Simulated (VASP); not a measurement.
InSb3, 4 atoms in the cell. It takes space group Fm-3m (No. 225, cubic). The conventional cell has a = 7.580 Å, b = 7.580 Å, c = 7.580 Å, α = 90.00°, β = 90.00°, γ = 90.00°. Within 4.3 Å of In (site symmetry m-3m) lie 14 Sb at 3.28 to 3.79 Å. Within 4.3 Å of Sb (site symmetry -43m) lie 4 In at 3.28 Å and 10 Sb at 3.28 to 3.79 Å. Sb (site symmetry m-3m) has 8 Sb at 3.28 Å and 6 In at 3.79 Å within 4.3 Å. 

| Quantity | Value |
| --- | --- |
| Program | VASP 6.6.1 |
| Task | single point |
| Functional | PBE |
| Potentials or basis | VASP PAW PBE potentials, release 64 (In_d, Sb) |
| Cutoff | 520 eV |
| k mesh | 10 × 10 × 10 |
| Occupations | gaussian, width 0.1 eV |
| Spin | no spin polarisation |
| Dipole correction | no |
| Further INCAR settings | ALGO = Normal; EDIFF = 1e-06; NBANDS = 22 |

Potentials or basis: VASP PAW PBE potentials, release 64 (In_d, Sb).

The run is started by

```sh
$ cat potpaw_PBE.64/In_d/POTCAR potpaw_PBE.64/Sb/POTCAR > POTCAR
$ mpirun -np 1 vasp_std > vasp.out
```

Hardware: 1 thread of Intel(R) Xeon(R) 6975P-C (Granite Rapids), on a shared host.

Q: How long does it take, and how much memory?

A: Wall time 51 s on 1 thread of Intel(R) Xeon(R) 6975P-C (Granite Rapids), on a shared host, peak memory 0.29 GiB. Counts: scf iterations 11, k points 47.
